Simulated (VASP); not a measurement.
# Al in VASP: notebook, part 2 of 2

VASP 6.6.1. The steps go on from the part before.

## 4. Relaxation of cell and atoms, PBE

This run uses another cell than the first one: it holds 1 atom, not 6.

INCAR

```
SYSTEM = Al
ALGO = Fast
EDIFF = 1E-7
EDIFFG = -0.01
ENCUT = 600
GGA = PE
IBRION = 2
ISIF = 3
ISMEAR = 0
LASPH = .True.
LCHARG = .False.
LREAL = .False.
LWAVE = .False.
NELM = 100
NSW = 100
PREC = Accurate
SIGMA = 0.1
```

KPOINTS

```
k-points
0
Gamma
  20 20 20
  0 0 0
```

POSCAR

```
Al
1.0
    2.6808834740      0.0000000000      0.0000000000
    0.0000000000      2.6808834740      0.0000000000
    0.0000000000      0.0000000000      2.8052948277
Al
1
Direct
    0.5000000000      0.5000000000      0.0000000000
```

Potentials or basis: VASP PAW PBE potentials, release 64 (Al).

The run is started by

```console
cat potpaw_PBE.64/Al/POTCAR > POTCAR
mpirun -np 1 vasp_std > vasp.out
```

OUTCAR:

```text
SYSTEM = Al
   EDIFF = 1E-7
   EDIFFG = -0.01
   ENCUT = 600
   GGA = PE
   IBRION = 2
   ISIF = 3
   ISMEAR = 0
   LASPH = .True.
   LREAL = .False.
   NELM = 100
   NSW = 100
   PREC = Accurate

 ion  position               nearest neighbor table
   1  0.500  0.500  0.000-

  LATTYP: Found a simple tetragonal cell.
 ALAT       =     2.6808834740
 C/A-ratio  =     1.0464068487

  Lattice vectors:

 A1 = (   2.6808834740,   0.0000000000,   0.0000000000)
 A2 = (   0.0000000000,   2.6808834740,   0.0000000000)
 A3 = (   0.0000000000,   0.0000000000,   2.8052948277)

Analysis of symmetry for initial positions (statically):
=====================================================================
 Subroutine PRICEL returns:
 Original cell was already a primitive cell.

 Routine SETGRP: Setting up the symmetry group for a
 simple tetragonal supercell.

 Subroutine GETGRP returns: Found 16 space group operations
 (whereof 16 operations were pure point group operations)
 out of a pool of 16 trial point group operations.

The static configuration has the point symmetry D_4h.

Analysis of symmetry for dynamics (positions and initial velocities):
=====================================================================
 Subroutine PRICEL returns:
 Original cell was already a primitive cell.

 Routine SETGRP: Setting up the symmetry group for a
 simple tetragonal supercell.

 Subroutine GETGRP returns: Found 16 space group operations
 (whereof 16 operations were pure point group operations)
 out of a pool of 16 trial point group operations.

The dynamic configuration has the point symmetry D_4h.

 Subroutine INISYM returns: Found 16 space group operations
 (whereof 16 operations are pure point group operations),
 and found     1 'primitive' translations
[... 115 lines left out ...]
  Fermi-wavevector in a.u.,A,eV,Ry     =   0.867502  1.639341 10.239195  0.752560
  Thomas-Fermi vector in A             =   1.986045
   LORBIT       =      0    0 simple, 1 ext, 2 COOP (PROOUT), +10 PAW based schemes
   GGA     = PE    functional components
   LHFCALC =     F    Hartree Fock is set to
   AEXX    =    0.0000 exact exchange contribution
   IVDW    =     0    specifies the selected vdW correction
   LEPSILON=     F    determine dielectric tensor
   LRPA    =     F    only Hartree local field effects (RPA)
 conjugate gradient relaxation of ions
 non-spin polarized calculation
 RMM-DIIS sequential band-by-band and
 Gauss-broadening in eV      SIGMA  =   0.10
  energy-cutoff  :      600.00
  volume of cell :       20.16
 maximum number of plane-waves:       699
 NGX is ok and might be reduce to    24

--------------------------------------- Ionic step        1  -------------------------------------------

 number of electron       3.0000000 magnetization

 Free energy of the ion-electron system (eV)
  ---------------------------------------------------
  ext. energy  EPLUGINS =         0.00000000
  ---------------------------------------------------
  free energy    TOTEN  =        -3.36666615 eV

  energy without entropy =       -3.36450693  energy(sigma->0) =       -3.36558654

------------------------ aborting loop because EDIFF is reached ----------------------------------------

  FORCE on cell =-STRESS in cart. coord.  units (eV):
  Direction    XX          YY          ZZ          XY          YZ          ZX
  --------------------------------------------------------------------------------------
  -------------------------------------------------------------------------------------
  Total        0.2449216      0.2449216     -0.3903555      0.0000000     -0.0000000      0.0000000
  in kB       19.4627076     19.4627076    -31.0196224      0.0000000     -0.0000000      0.0000000
  external PRESSURE =       2.6352643 kB  Pullay stress =       0.0000000 kB
[... 232 lines left out ...]
--------------------------------------- Ionic step        8  -------------------------------------------

 number of electron       3.0000000 magnetization

 Free energy of the ion-electron system (eV)
  ---------------------------------------------------
  ext. energy  EPLUGINS =         0.00000000
  ---------------------------------------------------
  free energy    TOTEN  =        -3.37634707 eV

  energy without entropy =       -3.37432660  energy(sigma->0) =       -3.37533683

 E-fermi :   5.6434     XC(G=0):  -9.4232

 val. band max:        5.6060229950   @ k =   0.4500   0.2000   0.4000
 cond. band min:       5.6461676645   @ k =   0.3000   0.0500   0.0500
 fundamental gap:      0.0401446695
 Fermi energy:         5.6433695606

 k-point     1 :       0.0000    0.0000    0.0000
  band No.  band energies     occupation
      1      -3.8961      2.00000
      2      13.6442      0.00000
      3      13.6468      0.00000
      4      14.7773      0.00000
      5      14.7845      0.00000
[... 177 lines left out ...]
 k-point    24 :       0.2000    0.1000    0.0000
  band No.  band energies     occupation
      1      -2.9126      2.00000
      2       8.3940      0.00000
      3      12.0744      0.00000
      4      15.6129      0.00000
      5      16.4593      0.00000

 [... further k-points ...]
[... 5 lines left out ...]
  --------------------------------------------------------------------------------------
  -------------------------------------------------------------------------------------
  Total       -0.0012852     -0.0012852      0.0017308      0.0000000     -0.0000000      0.0000000
  in kB       -0.1021503     -0.1021503      0.1375748      0.0000000     -0.0000000      0.0000000
  external PRESSURE =      -0.0222419 kB  Pullay stress =       0.0000000 kB
[... 16 lines left out ...]
  FREE ENERGIE OF THE ION-ELECTRON SYSTEM (eV)
  ---------------------------------------------------
  free  energy   TOTEN  =        -3.3763470689 eV

  energy  without entropy=       -3.3743265985  energy(sigma->0) =       -3.37533683

 reached required accuracy - stopping structural energy minimisation
```

Wall time 1.7 min (1 thread of Intel Xeon Platinum 8488C (Sapphire Rapids), shared host); peak memory 0.22 GiB.

Results:

```yaml
Free_energy: -3.3763 eV
Relaxed_volume: 20.16 Å³/atom
Relaxed_cell: a = 2.722 Å, b = 2.722 Å, c = 2.721 Å, α = 90.00°, β = 90.00°, γ = 90.00°
Space_group_after_relaxing_to_0.1_Å: Pm-3m (No. 221)
Energy_gained_by_relaxing: 9.7 meV/atom
Ionic_steps: 8
Pressure_after_relaxing: 0.0 GPa
Band_gap_on_the_k_mesh: zero (an odd number of electrons rules out a gap without spin polarisation)
```

The path:
| step | energy change (eV) | largest force (eV/Å) | pressure (GPa) | volume (Å³) |
| --- | --- | --- | --- | --- |
| 1 | 0.0000 | 0.0000 | 0.26 | 20.16 |
| 2 | -0.0085 | 0.0000 | -0.24 | 20.25 |
| 3 | -0.0095 | 0.0000 | -0.39 | 20.30 |
| 4 | -0.0095 | 0.0000 | -0.37 | 20.29 |
| 5 | -0.0095 | 0.0000 | -0.38 | 20.29 |
| 6 | -0.0097 | 0.0000 | 0.04 | 20.14 |
| 7 | -0.0097 | 0.0000 | -0.02 | 20.16 |
| 8 | -0.0097 | 0.0000 | 0.00 | 20.16 |

Final structure:
```
CELL_PARAMETERS angstrom
2.72168 0.00000 0.00000
0.00000 2.72168 0.00000
0.00000 0.00000 2.72118
ATOMIC_POSITIONS crystal
Al 0.50000 0.50000 0.00000
```

## 5. Summary

| task | cell | k mesh | cutoff (eV) | gap on the mesh (eV) | pressure (GPa) |
| --- | --- | --- | --- | --- | --- |
| single point | a = 3.791, b = 3.791, c = 8.416 Å, 6 atoms, atomic positions A | 4 × 4 × 4 | 520 | none | -0.1 |
| single point | a = 2.721, b = 2.721, c = 2.722 Å, 1 atom, atomic positions B | 20 × 20 × 20 | 520 | none | 0.0 |
| relaxation of cell and atoms | relaxed from a = 2.681, b = 2.681, c = 2.805 Å, 1 atom, atomic positions B | 20 × 20 × 20 | 600 | none | 0.0 |

Alike in all rows: level PBE; potentials or basis VASP PAW PBE potentials, release 64 (Al); no spin polarisation; smearing gaussian 0.1 eV.

Caveats: some runs use coarse meshes.

Absolute energies hang on the potentials; compare differences alone.
